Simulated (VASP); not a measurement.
# BaC2 (I4/mmm) in VASP: further runs, part 2 of 2

VASP 6.6.1. Earlier steps stand in the parts before.

## 4. Single point, LDA

This run uses another cell than the first one, of the same volume but with other edges.

Input file INCAR:

```
PREC = Accurate
ENCUT = 520
EDIFF = 1E-6
ISMEAR = 0
SIGMA = 0.05
LREAL = False
LASPH = True
NELM = 100
ALGO = Normal
ISIF = 2
LWAVE = False
LCHARG = False
NBANDS = 16
```

Input file KPOINTS:

```
Automatic mesh
0
Gamma
  10 10 10
```

Input file POSCAR:

```
BaC2
1.0
   -2.1346153694      2.1346153694      3.8729238703
    2.1346153694     -2.1346153694      3.8729238703
    2.1346153694      2.1346153694     -3.8729238703
Ba C
1 2
Direct
    0.0000000000      0.0000000000      0.0000000000
    0.5870080000      0.5870080000      0.0000000000
    0.4129920000      0.4129920000      0.0000000000
```

Potentials or basis: VASP PAW LDA potentials, release 64 (Ba_sv, C).

Command:

```
$ cat potpaw_LDA.64/Ba_sv/POTCAR potpaw_LDA.64/C/POTCAR > POTCAR
$ mpirun -np 1 vasp_std > vasp.out
```

OUTCAR:

```text
PREC = Accurate
   ENCUT = 520
   EDIFF = 1E-6
   ISMEAR = 0
   LREAL = False
   LASPH = True
   NELM = 100
   ISIF = 2

 ion  position               nearest neighbor table
   1  0.000  0.000  0.000-   2 3.09   2 3.09   2 3.09   3 3.09   2 3.09   3 3.09   3 3.09   3 3.09
                             2 3.20   3 3.20
   2  0.587  0.587  0.000-   3 1.35   1 3.09   1 3.09   1 3.09   1 3.09   1 3.20
   3  0.413  0.413  0.000-   2 1.35   1 3.09   1 3.09   1 3.09   1 3.09   1 3.20

  LATTYP: Found a body centered tetragonal cell.
 ALAT       =     4.2692307388
 C/A-ratio  =     1.8143427269

  Lattice vectors:

 A1 = (  -2.1346153694,   2.1346153694,   3.8729238703)
 A2 = (   2.1346153694,  -2.1346153694,   3.8729238703)
 A3 = (   2.1346153694,   2.1346153694,  -3.8729238703)

Analysis of symmetry for initial positions (statically):
=====================================================================
 Subroutine PRICEL returns:
 Original cell was already a primitive cell.

 Routine SETGRP: Setting up the symmetry group for a
 body centered tetragonal supercell.

 Subroutine GETGRP returns: Found 16 space group operations
 (whereof 16 operations were pure point group operations)
 out of a pool of 16 trial point group operations.

The static configuration has the point symmetry D_4h.

Analysis of symmetry for dynamics (positions and initial velocities):
=====================================================================
 Subroutine PRICEL returns:
 Original cell was already a primitive cell.

 Routine SETGRP: Setting up the symmetry group for a
 body centered tetragonal supercell.

 Subroutine GETGRP returns: Found 16 space group operations
 (whereof 16 operations were pure point group operations)
 out of a pool of 16 trial point group operations.

The dynamic configuration has the point symmetry D_4h.

 Subroutine INISYM returns: Found 16 space group operations
 (whereof 16 operations are pure point group operations),
[... 118 lines left out ...]
     AMIX_MAG =   1.60;   BMIX_MAG =  1.00
  volume/ion in A,a.u.               =      23.53       158.79
  Fermi-wavevector in a.u.,A,eV,Ry     =   1.038133  1.961787 14.663268  1.077720
  Thomas-Fermi vector in A             =   2.172603
   LORBIT       =      0    0 simple, 1 ext, 2 COOP (PROOUT), +10 PAW based schemes
   GGA     = CA    functional components
   LHFCALC =     F    Hartree Fock is set to
   AEXX    =    0.0000 exact exchange contribution
   IVDW    =     0    specifies the selected vdW correction
   LEPSILON=     F    determine dielectric tensor
   LRPA    =     F    only Hartree local field effects (RPA)
 non-spin polarized calculation
 Gauss-broadening in eV      SIGMA  =   0.05
  energy-cutoff  :      520.00
  volume of cell :       70.59
 maximum number of plane-waves:      1926
 NGX is ok and might be reduce to    40

 number of electron      18.0000000 magnetization

 Free energy of the ion-electron system (eV)
  ---------------------------------------------------
  ext. energy  EPLUGINS =         0.00000000
  ---------------------------------------------------
  free energy    TOTEN  =       -21.39186547 eV

  energy without entropy =      -21.39186547  energy(sigma->0) =      -21.39186547

 E-fermi :   0.4455     XC(G=0):  -8.8942

 val. band max:        0.1528609297   @ k =   0.5000   0.5000   0.5000
 cond. band min:       1.4072536884   @ k =   0.5000   0.5000   0.0000
 fundamental gap:      1.2543927587
 Fermi energy:         0.4455009605

 k-point     1 :       0.0000    0.0000    0.0000
  band No.  band energies     occupation
      1     -25.8504      2.00000
      2     -11.4832      2.00000
      3     -10.9357      2.00000
      4     -10.9357      2.00000
      5     -10.9190      2.00000
      6      -2.6740      2.00000
[... 433 lines left out ...]
      3     -11.2549      2.00000
      4     -11.0093      2.00000
      5     -10.5060      2.00000
      6      -3.1842      2.00000
[... 8 lines left out ...]
     15       8.0890      0.00000
     16       8.3128      0.00000

 [... further k-points ...]

------------------------ aborting loop because EDIFF is reached ----------------------------------------

  FORCE on cell =-STRESS in cart. coord.  units (eV):
  Direction    XX          YY          ZZ          XY          YZ          ZX
  --------------------------------------------------------------------------------------
  -------------------------------------------------------------------------------------
  Total       -0.1983198     -0.1983198    -10.0105977      0.0000000      0.0000000      0.0000000
  in kB       -4.5013059     -4.5013059   -227.2125816      0.0000000      0.0000000      0.0000000
  external PRESSURE =     -78.7383978 kB  Pullay stress =       0.0000000 kB

 VOLUME and BASIS-vectors are now :
 -----------------------------------------------------------------------------
  energy-cutoff  :      520.00
  volume of cell :       70.59
      direct lattice vectors                 reciprocal lattice vectors
    -2.134615369  2.134615369  3.872923870     0.000000000  0.234234236  0.129101427
     2.134615369 -2.134615369  3.872923870     0.234234236  0.000000000  0.129101427
     2.134615369  2.134615369 -3.872923870     0.234234236  0.234234236  0.000000000

 POSITION                                       TOTAL-FORCE (eV/Angst)
 -----------------------------------------------------------------------------------
      0.00000      0.00000      0.00000        -0.000000     -0.000000     -0.000000
      0.00000      0.00000      4.54687        -0.000000     -0.000000     -5.095977
      0.00000      0.00000      3.19897         0.000000      0.000000      5.095977
 -----------------------------------------------------------------------------------
    total drift:                               -0.000000     -0.000000      0.000000

  FREE ENERGIE OF THE ION-ELECTRON SYSTEM (eV)
  ---------------------------------------------------
  free  energy   TOTEN  =       -21.3918654740 eV

  energy  without entropy=      -21.3918654740  energy(sigma->0) =      -21.39186547
```

OSZICAR:

```text
N       E                     dE             d eps       ncg     rms          rms(c)
DAV:   1     0.771805329370E+02    0.77181E+02   -0.81104E+03  3264   0.989E+02
DAV:   2    -0.186120738347E+02   -0.95793E+02   -0.89767E+02  4632   0.182E+02
DAV:   3    -0.238958940416E+02   -0.52838E+01   -0.52660E+01  4528   0.440E+01
DAV:   4    -0.239774835672E+02   -0.81590E-01   -0.81567E-01  4592   0.537E+00
DAV:   5    -0.239786900058E+02   -0.12064E-02   -0.12064E-02  4560   0.505E-01    0.764E+00
DAV:   6    -0.215592701355E+02    0.24194E+01   -0.51024E+00  3856   0.109E+01    0.383E+00
DAV:   7    -0.214035529766E+02    0.15572E+00   -0.12191E+00  5000   0.577E+00    0.165E+00
DAV:   8    -0.213985481496E+02    0.50048E-02   -0.14186E-01  3896   0.204E+00    0.454E-01
DAV:   9    -0.213926003210E+02    0.59478E-02   -0.49008E-02  4104   0.124E+00    0.173E-01
DAV:  10    -0.213918521748E+02    0.74815E-03   -0.38356E-03  4096   0.385E-01    0.796E-02
DAV:  11    -0.213918625102E+02   -0.10335E-04   -0.43832E-04  4328   0.123E-01    0.283E-02
DAV:  12    -0.213918658081E+02   -0.32979E-05   -0.32652E-05  3920   0.332E-02    0.100E-02
DAV:  13    -0.213918654740E+02    0.33411E-06   -0.36976E-06  4440   0.108E-02
   1 F= -.21391865E+02 E0= -.21391865E+02  d E =-.444789E-18
```

stdout:

```text
POSCAR found type information on POSCAR BaC
 POSCAR found :  2 types and       3 ions
 scaLAPACK will be used
 LDA part: xc-table for (Slater(with rela. corr.)+CA(PZ))
 , standard interpolation
 POSCAR, INCAR and KPOINTS ok, starting setup
 FFT: planning ... GRIDC
 FFT: planning ... GRID_SOFT
 FFT: planning ... GRID
 WAVECAR not read
 entering main loop
```

Run time: 1.8 min. Hardware: 1 thread of Intel Xeon Platinum 8259CL at 2.50GHz (Skylake/Cascade Lake), shared host; peak memory 0.27 GiB.

Results:

- Free energy: -21.3919 eV
- Pressure: -7.9 GPa
- Largest force: 5.096 eV/Å
- Band gap on the k mesh: 1.25 eV, indirect (least direct gap 1.81 eV)

Forces on the atoms (eV/Å):
```
Ba   0.000  0.000  0.000
C    0.000  0.000 -5.096
C    0.000  0.000  5.096
```

Caveat: spin-orbit coupling is left out, which moves the levels of the heavy elements; forces of over 1 eV/Å act on the atoms, so gaps and moduli don't describe the material at rest. A k mesh can miss the band edges.

## 5. Single point, LDA

This run uses another cell than the first one, of the same volume but with other edges.

Edit INCAR of step 4 so:

```diff
@@ -11,3 +11,5 @@
 LWAVE = False
-LCHARG = False
+LCHARG = True
+LELF = True
+LVHAR = True
 NBANDS = 16
```

KPOINTS is that of step 4.

Input file POSCAR:

```
BaC2
1.0
   -2.2337099706      2.2337099706      3.5369152924
    2.2337099706     -2.2337099706      3.5369152924
    2.2337099706      2.2337099706     -3.5369152924
Ba C
1 2
Direct
    0.0000000000      0.0000000000      0.0000000000
    0.5870080000      0.5870080000      0.0000000000
    0.4129920000      0.4129920000      0.0000000000
```

Command:

```
$ cat potpaw_LDA.64/Ba_sv/POTCAR potpaw_LDA.64/C/POTCAR > POTCAR
$ mpirun -np 1 vasp_std > vasp.out
```

It took 79 s on 1 thread of Intel Xeon Platinum 8259CL at 2.50GHz (Skylake/Cascade Lake), shared host; peak memory 0.25 GiB.

It converged, with:

```
Free energy            : -21.6933 eV
Pressure               : -0.7 GPa
Largest force          : 2.098 eV/Å
Band gap on the k mesh : 1.43 eV, indirect (least direct gap 2.28 eV)
```

Forces on the atoms (eV/Å):
```
Ba   0.000  0.000  0.000
C    0.000  0.000  2.098
C    0.000  0.000 -2.098
```

Stress tensor (GPa, compression positive):
```
-3.99  0.00  0.00
 0.00 -3.99  0.00
 0.00  0.00  5.85
```

Levels at points of the mesh, in eV from the valence-band top:
| k point | band 6 | band 7 | band 8 | band 9 | band 10 | band 11 | band 12 | band 13 |
| --- | --- | --- | --- | --- | --- | --- | --- | --- |
| (0.00, 0.00, 0.00) | -2.23 | -1.81 | -1.03 | -1.03 | 3.08 | 3.08 | 3.75 | 4.37 |
| (0.50, 0.00, 0.00) | -3.32 | -2.07 | -1.77 | 0.00 | 4.74 | 5.04 | 5.77 | 5.86 |
| (0.50, 0.50, 0.00) | -2.36 | -1.41 | -1.08 | -0.88 | 1.43 | 5.92 | 6.11 | 7.57 |
| (0.50, 0.50, 0.50) | -2.66 | -1.18 | -1.18 | -0.43 | 2.52 | 5.71 | 6.37 | 6.78 |

Caveat: spin-orbit coupling is left out, which moves the levels of the heavy elements; forces of over 1 eV/Å act on the atoms, so gaps and moduli don't describe the material at rest. A k mesh can miss the band edges.

## 6. The runs side by side

```tsv
cell	gap on the mesh (eV)	pressure (GPa)	largest force (eV/Å)
a = 5.044 Å, angles 131.5, 131.5, 71.1°, 3 atoms	0.89	-9.1	7.65
a = 4.632 Å, angles 119.7, 119.7, 90.5°, 3 atoms	1.24	12.4	12.88
a = 4.910 Å, angles 128.5, 128.5, 75.9°, 3 atoms	1.25	-7.9	5.10
a = 4.742 Å, angles 123.8, 123.8, 83.5°, 3 atoms	1.43	-0.7	2.10
```

Alike in all rows: task single point; level LDA; potentials or basis VASP PAW LDA potentials, release 64 (Ba_sv, C); no spin polarisation; k mesh 10 × 10 × 10; cutoff (eV) 520; smearing gaussian 0.05 eV.

Caveats: spin-orbit coupling is left out, which moves the levels of the heavy elements; forces of over 1 eV/Å act on the atoms, so gaps and moduli don't describe the material at rest.

Total energies depend on the potentials used, so only differences within one code and one set of settings carry meaning.
